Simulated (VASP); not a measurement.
# Ga (Fm-3m) in VASP: notebook

The runs below take Ga through single point, with PBE.

Program: VASP 6.6.1. These are calculated values, not measurements. Logs are shortened: lines on timing, memory, paths and dates and some standing lists are left out, and cuts for length are marked.

**1. The cell of the first run**

Symmetry: Fm-3m, No. 225, cubic system. Conventional cell: a = 4.236 Å, b = 4.236 Å, c = 4.236 Å, α = 90.00°, β = 90.00°, γ = 90.00°. Ga (site symmetry m-3m) has 12 Ga at 3.00 Å within 3.9 Å.

This isn't the form of Ga at room conditions, which is orthorhombic.

**2. Single point, PBE, non-collinear spin, zero start, spin-orbit coupling**

File INCAR:

```
SYSTEM = Ga
PREC = Accurate ; ENCUT = 520
EDIFF = 1E-7 ; ISMEAR = -1
SIGMA = 0.05 ; LREAL = .FALSE.
LASPH = .TRUE. ; NELM = 150
ALGO = Normal ; ISIF = 2
LWAVE = .FALSE. ; LCHARG = .FALSE.
MAGMOM = 0 0 0 ; LORBIT = 11
LSORBIT = .TRUE. ; GGA_COMPAT = .FALSE.
LORBMOM = .TRUE. ; GGA = PE
NBANDS = 24
```

File KPOINTS:

```
Automatic mesh
0
G
  17 17 17
  0 0 0
```

File POSCAR:

```
Ga
1.0
    0.0000000000      2.1179117921      2.1179117921
    2.1179117921      0.0000000000      2.1179117921
    2.1179117921      2.1179117921      0.0000000000
Ga
1
Direct
    0.0000000000      0.0000000000      0.0000000000
```

Potentials or basis: VASP PAW PBE potentials, release 64 (Ga_d).

The run is started by

```sh
$ cat potpaw_PBE.64/Ga_d/POTCAR > POTCAR
$ mpirun -np 1 vasp_ncl > vasp.out
```

OUTCAR:

```text
SYSTEM = Ga
   PREC = Accurate
   ENCUT = 520
   EDIFF = 1E-7
   ISMEAR = -1
   LREAL = .FALSE.
   LASPH = .TRUE.
   NELM = 150
   ISIF = 2
   LORBIT = 11
   LSORBIT = .TRUE.
   GGA = PE

 ion  position               nearest neighbor table
   1  0.000  0.000  0.000-

  LATTYP: Found a face centered cubic cell.
 ALAT       =     4.2358235842

  Lattice vectors:

 A1 = (   0.0000000000,   2.1179117921,   2.1179117921)
 A2 = (   2.1179117921,   0.0000000000,   2.1179117921)
 A3 = (   2.1179117921,   2.1179117921,   0.0000000000)

Analysis of symmetry for initial positions (statically):
=====================================================================
 Subroutine PRICEL returns:
 Original cell was already a primitive cell.

 Routine SETGRP: Setting up the symmetry group for a
 face centered cubic supercell.

 Subroutine GETGRP returns: Found 48 space group operations
 (whereof 48 operations were pure point group operations)
 out of a pool of 48 trial point group operations.

The static configuration has the point symmetry O_h .

Analysis of symmetry for dynamics (positions and initial velocities):
=====================================================================
 Subroutine PRICEL returns:
 Original cell was already a primitive cell.

 Routine SETGRP: Setting up the symmetry group for a
 face centered cubic supercell.

 Subroutine GETGRP returns: Found 48 space group operations
 (whereof 48 operations were pure point group operations)
 out of a pool of 48 trial point group operations.

The dynamic configuration has the point symmetry O_h .

Analysis of structural, dynamic, and magnetic symmetry:
=====================================================================
 Subroutine PRICEL returns:
 Original cell was already a primitive cell.

 Routine SETGRP: Setting up the symmetry group for a
 face centered cubic supercell.

 Subroutine GETGRP returns: Found 48 space group operations
 (whereof 48 operations were pure point group operations)
 out of a pool of 48 trial point group operations.

The overall configuration has the point symmetry O_h .

 Subroutine INISYM returns: Found 48 space group operations
 (whereof 48 operations are pure point group operations),
 and found     1 'primitive' translations

[... 145 lines left out ...]
 cond. band min:       5.4940599680   @ k =  -0.4118   0.4118   0.1176
 fundamental gap:      0.0450967318
 Fermi energy:         5.4855196346

 k-point     1 :       0.0000    0.0000    0.0000
  band No.  band energies     occupation
      1      -9.6344      1.00000
      2      -9.6344      1.00000
      3      -9.6344      1.00000
      4      -9.6344      1.00000
      5      -9.2175      1.00000
      6      -9.2175      1.00000
[... 637 lines left out ...]
     23      23.4749      0.00000
     24      23.4761      0.00000

 [... further k-points ...]

------------------------ aborting loop because EDIFF is reached ----------------------------------------

  FORCE on cell =-STRESS in cart. coord.  units (eV):
  Direction    XX          YY          ZZ          XY          YZ          ZX
  --------------------------------------------------------------------------------------
  -------------------------------------------------------------------------------------
  Total       -0.0004354     -0.0004354     -0.0004354      0.0000000      0.0000000      0.0000000
  in kB       -0.0367171     -0.0367171     -0.0367171      0.0000000      0.0000000      0.0000000
  external PRESSURE =      -0.0367171 kB  Pullay stress =       0.0000000 kB

 VOLUME and BASIS-vectors are now :
 -----------------------------------------------------------------------------
  energy-cutoff  :      520.00
  volume of cell :       19.00
      direct lattice vectors                 reciprocal lattice vectors
     0.000000000  2.117911792  2.117911792    -0.236081598  0.236081598  0.236081598
     2.117911792  0.000000000  2.117911792     0.236081598 -0.236081598  0.236081598
     2.117911792  2.117911792  0.000000000     0.236081598  0.236081598 -0.236081598

 POSITION                                       TOTAL-FORCE (eV/Angst)
 -----------------------------------------------------------------------------------
      0.00000      0.00000      0.00000        -0.000000      0.000000     -0.000000
 -----------------------------------------------------------------------------------
    total drift:                               -0.000000      0.000000      0.000000

  FREE ENERGIE OF THE ION-ELECTRON SYSTEM (eV)
  ---------------------------------------------------
  free  energy   TOTEN  =        -2.8934219046 eV

  energy  without entropy=       -2.8904544429  energy(sigma->0) =       -2.89193817

 orbital moment (x)

 # of ion     p       d       tot
 ----------------------------------------
  1         0.000   0.000   0.000
 ----------------------------------------
            0.000   0.000   0.000

 orbital moment (y)

 # of ion     p       d       tot
 ----------------------------------------
  1         0.000  -0.000  -0.000
 ----------------------------------------
            0.000  -0.000  -0.000

 orbital moment (z)

 # of ion     p       d       tot
 ----------------------------------------
  1        -0.000   0.000  -0.000
 ----------------------------------------
           -0.000   0.000  -0.000

 Spin-Orbit-Coupling matrix elements

 Ion:    1  E_soc:     -0.0105680
 l=   1
     0.0000000    -0.0009442    -0.0009442
    -0.0009442     0.0000000    -0.0009442
    -0.0009442    -0.0009442     0.0000000
 l=   2
     0.0000000    -0.0001618     0.0000000    -0.0001618    -0.0006553
    -0.0001618     0.0000000    -0.0004915    -0.0001618    -0.0001638
     0.0000000    -0.0004915     0.0000000    -0.0004915     0.0000000
    -0.0001618    -0.0001618    -0.0004915     0.0000000    -0.0001638
    -0.0006553    -0.0001638     0.0000000    -0.0001638     0.0000000
 l=   3
     0.0000000     0.0000000     0.0000000     0.0000000     0.0000000     0.0000000     0.0000000
     0.0000000     0.0000000     0.0000000     0.0000000     0.0000000     0.0000000     0.0000000
     0.0000000     0.0000000     0.0000000     0.0000000     0.0000000     0.0000000     0.0000000
     0.0000000     0.0000000     0.0000000     0.0000000     0.0000000     0.0000000     0.0000000
     0.0000000     0.0000000     0.0000000     0.0000000     0.0000000     0.0000000     0.0000000
     0.0000000     0.0000000     0.0000000     0.0000000     0.0000000     0.0000000     0.0000000
     0.0000000     0.0000000     0.0000000     0.0000000     0.0000000     0.0000000     0.0000000

 total charge

# of ion       s       p       d       tot
------------------------------------------
    1        1.032   0.525   9.956  11.513

 magnetization (x)

# of ion       s       p       d       tot
------------------------------------------
    1        0.000   0.000   0.000   0.000

 magnetization (y)

# of ion       s       p       d       tot
------------------------------------------
    1        0.000   0.000   0.000   0.000

 magnetization (z)

# of ion       s       p       d       tot
------------------------------------------
    1        0.000  -0.000   0.000   0.000
```

OSZICAR:

```text
N       E                     dE             d eps       ncg     rms          rms(c)
DAV:   1     0.708501974442E+02    0.70850E+02   -0.62463E+03  9296   0.202E+03
DAV:   2     0.419326625103E+01   -0.66657E+02   -0.63322E+02  8280   0.372E+02
DAV:   3    -0.280618123188E+01   -0.69994E+01   -0.69651E+01  9240   0.876E+01
DAV:   4    -0.291825061876E+01   -0.11207E+00   -0.11204E+00  9416   0.122E+01
DAV:   5    -0.291982952149E+01   -0.15789E-02   -0.15789E-02 10024   0.141E+00    0.814E-01
DAV:   6    -0.289879510461E+01    0.21034E-01   -0.27925E-02 10944   0.363E+00    0.416E-01
DAV:   7    -0.289393174785E+01    0.48634E-02   -0.61238E-03 11304   0.133E+00    0.113E-01
DAV:   8    -0.289341552007E+01    0.51623E-03   -0.78280E-04  9032   0.507E-01    0.124E-02
DAV:   9    -0.289342037947E+01   -0.48594E-05   -0.21153E-05 10848   0.515E-02    0.113E-02
DAV:  10    -0.289342188376E+01   -0.15043E-05   -0.86640E-07  9688   0.127E-02    0.198E-03
DAV:  11    -0.289342190464E+01   -0.20878E-07   -0.83321E-08  8104   0.435E-03
   1 F= -.28934219E+01 E0= -.28919382E+01  d E =-.296746E-02  mag=     0.0000    -0.0000     0.0000
```

stdout:

```text
POSCAR found type information on POSCAR Ga
 POSCAR found :  1 types and       1 ions
 scaLAPACK will be used
 LDA part: xc-table for (Slater+PW92), standard interpolation
 POSCAR, INCAR and KPOINTS ok, starting setup
 FFT: planning ... GRIDC
 FFT: planning ... GRID_SOFT
 FFT: planning ... GRID
 WAVECAR not read
 entering main loop
```

Run time: 1.9 min. Hardware: 1 thread of Intel Xeon 6975P-C (Granite Rapids), shared host; peak memory 0.26 GiB.

What came out:

- Free energy: -2.8934 eV
- Pressure: 0.0 GPa
- Net moment: 0.00 μB per cell
- Valence electrons inside the program's atomic spheres: Ga 11.51

Moments on the atoms (μB; x, y, z):
```
Ga  0.00 0.00 0.00
```

**3. Single point, PBE, non-collinear spin, zero start, spin-orbit coupling**

File INCAR:

```
PREC     = Accurate       # precision mode
ENCUT    = 520            # plane-wave cutoff, eV
EDIFF    = 1E-6           # SCF threshold, eV
ISMEAR   = -1             # smearing method
SIGMA    = 0.05           # smearing width, eV
LREAL    = False          # projectors in reciprocal space
LASPH    = True           # aspherical terms in the spheres
NELM     = 150            # most SCF steps
ALGO     = Normal         # electronic algorithm
ISIF     = 2              # what is computed and relaxed
LWAVE    = False          # write WAVECAR
LCHARG   = True           # write CHGCAR
MAGMOM   = 0 0 0          # initial moments
LORBIT   = 11             # projections on sites
LSORBIT  = True           # spin-orbit coupling
GGA_COMPAT= False        
LORBMOM  = True         
GGA      = PE             # functional
LVHAR    = True         
NBANDS   = 24             # bands
```

File KPOINTS:

```
Automatic mesh
0
Gamma
  17 17 17
```

POSCAR is that of step 2.

Potentials or basis: VASP PAW PBE potentials, release 64 (Ga_d).

The run is started by

```sh
$ cat potpaw_PBE.64/Ga_d/POTCAR > POTCAR
$ mpirun -np 1 vasp_ncl > vasp.out
```

OUTCAR:

```text
PREC = Accurate
   ENCUT = 520
   EDIFF = 1E-6
   ISMEAR = -1
   LREAL = False
   LASPH = True
   NELM = 150
   ISIF = 2
   LORBIT = 11
   LSORBIT = True
   GGA = PE

 ion  position               nearest neighbor table
   1  0.000  0.000  0.000-

  LATTYP: Found a face centered cubic cell.
 ALAT       =     4.2358235842

  Lattice vectors:

 A1 = (   0.0000000000,   2.1179117921,   2.1179117921)
 A2 = (   2.1179117921,   0.0000000000,   2.1179117921)
 A3 = (   2.1179117921,   2.1179117921,   0.0000000000)

Analysis of symmetry for initial positions (statically):
=====================================================================
 Subroutine PRICEL returns:
 Original cell was already a primitive cell.

 Routine SETGRP: Setting up the symmetry group for a
 face centered cubic supercell.

 Subroutine GETGRP returns: Found 48 space group operations
 (whereof 48 operations were pure point group operations)
 out of a pool of 48 trial point group operations.

The static configuration has the point symmetry O_h .

Analysis of symmetry for dynamics (positions and initial velocities):
=====================================================================
 Subroutine PRICEL returns:
 Original cell was already a primitive cell.

 Routine SETGRP: Setting up the symmetry group for a
 face centered cubic supercell.

 Subroutine GETGRP returns: Found 48 space group operations
 (whereof 48 operations were pure point group operations)
 out of a pool of 48 trial point group operations.

The dynamic configuration has the point symmetry O_h .

Analysis of structural, dynamic, and magnetic symmetry:
=====================================================================
 Subroutine PRICEL returns:
 Original cell was already a primitive cell.

 Routine SETGRP: Setting up the symmetry group for a
 face centered cubic supercell.

 Subroutine GETGRP returns: Found 48 space group operations
 (whereof 48 operations were pure point group operations)
 out of a pool of 48 trial point group operations.

[... 812 lines left out ...]
  in kB       -0.0277256     -0.0277256     -0.0277256      0.0000000      0.0000000     -0.0000000
  external PRESSURE =      -0.0277256 kB  Pullay stress =       0.0000000 kB

 VOLUME and BASIS-vectors are now :
 -----------------------------------------------------------------------------
  energy-cutoff  :      520.00
  volume of cell :       19.00
      direct lattice vectors                 reciprocal lattice vectors
     0.000000000  2.117911792  2.117911792    -0.236081598  0.236081598  0.236081598
     2.117911792  0.000000000  2.117911792     0.236081598 -0.236081598  0.236081598
     2.117911792  2.117911792  0.000000000     0.236081598  0.236081598 -0.236081598

 POSITION                                       TOTAL-FORCE (eV/Angst)
 -----------------------------------------------------------------------------------
      0.00000      0.00000      0.00000        -0.000000      0.000000      0.000000
 -----------------------------------------------------------------------------------
    total drift:                               -0.000000      0.000000     -0.000000

  FREE ENERGIE OF THE ION-ELECTRON SYSTEM (eV)
  ---------------------------------------------------
  free  energy   TOTEN  =        -2.8934219021 eV

  energy  without entropy=       -2.8904544415  energy(sigma->0) =       -2.89193817

 orbital moment (x)

 # of ion     p       d       tot
 ----------------------------------------
  1         0.000   0.000   0.000
 ----------------------------------------
            0.000   0.000   0.000

 orbital moment (y)

 # of ion     p       d       tot
 ----------------------------------------
  1         0.000   0.000   0.000
 ----------------------------------------
            0.000   0.000   0.000

 orbital moment (z)

 # of ion     p       d       tot
 ----------------------------------------
  1         0.000   0.000   0.000
 ----------------------------------------
            0.000   0.000   0.000

 Spin-Orbit-Coupling matrix elements

 Ion:    1  E_soc:     -0.0105680
 l=   1
     0.0000000    -0.0009442    -0.0009442
    -0.0009442     0.0000000    -0.0009442
    -0.0009442    -0.0009442     0.0000000
 l=   2
     0.0000000    -0.0001618     0.0000000    -0.0001618    -0.0006553
    -0.0001618     0.0000000    -0.0004915    -0.0001618    -0.0001638
     0.0000000    -0.0004915     0.0000000    -0.0004915     0.0000000
    -0.0001618    -0.0001618    -0.0004915     0.0000000    -0.0001638
    -0.0006553    -0.0001638     0.0000000    -0.0001638     0.0000000
 l=   3
     0.0000000     0.0000000     0.0000000     0.0000000     0.0000000     0.0000000     0.0000000
     0.0000000     0.0000000     0.0000000     0.0000000     0.0000000     0.0000000     0.0000000
     0.0000000     0.0000000     0.0000000     0.0000000     0.0000000     0.0000000     0.0000000
     0.0000000     0.0000000     0.0000000     0.0000000     0.0000000     0.0000000     0.0000000
     0.0000000     0.0000000     0.0000000     0.0000000     0.0000000     0.0000000     0.0000000
     0.0000000     0.0000000     0.0000000     0.0000000     0.0000000     0.0000000     0.0000000
     0.0000000     0.0000000     0.0000000     0.0000000     0.0000000     0.0000000     0.0000000

 total charge

# of ion       s       p       d       tot
------------------------------------------
    1        1.032   0.525   9.956  11.513

 magnetization (x)

# of ion       s       p       d       tot
------------------------------------------
    1        0.000   0.000   0.000   0.000

 magnetization (y)

# of ion       s       p       d       tot
------------------------------------------
    1        0.000   0.000   0.000   0.000

 magnetization (z)

# of ion       s       p       d       tot
------------------------------------------
    1       -0.000   0.000   0.000   0.000
```

Wall time 1.8 min (1 thread of Intel Xeon 6975P-C (Granite Rapids), shared host); peak memory 0.25 GiB.

What came out:

```
Free energy                                           : -2.8934 eV
Pressure                                              : 0.0 GPa
Net moment                                            : 0.00 μB per cell
Valence electrons inside the program's atomic spheres : Ga 11.51
```

Moments on the atoms (μB; x, y, z):
```
Ga  0.00 0.00 0.00
```
